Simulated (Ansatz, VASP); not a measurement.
## One calculation of BN, two programs

```
CELL_PARAMETERS angstrom
0.00000 1.79537 1.79537
1.79537 0.00000 1.79537
1.79537 1.79537 0.00000
ATOMIC_POSITIONS crystal
B 0.00000 0.00000 0.00000
N 0.75000 0.75000 0.75000
```

Change from the starting cell: volume scaled by 0.98.

Alike in both runs: task single point; functional PBEsol; k mesh 13 × 13 × 13; occupations fermi-dirac, width 0.03 eV; no spin polarisation.

```csv
,VASP,Ansatz
version,VASP 6.6.1,Ansatz 0.2.0
potentials or method,"VASP PAW PBE potentials, release 64 (B, N), cutoff 520 eV","all-electron LAPW, scalar-relativistic"
```

```tsv
	VASP	Ansatz	Ansatz less VASP
gap on the k mesh at the Fermi level (eV)	4.38	4.38	+0.009
pressure (GPa)	5.6	4.9	-0.65
```

VASP's potentials were made for PBE, not for PBEsol. Ansatz ran all-electron here, and VASP with PAW potentials.
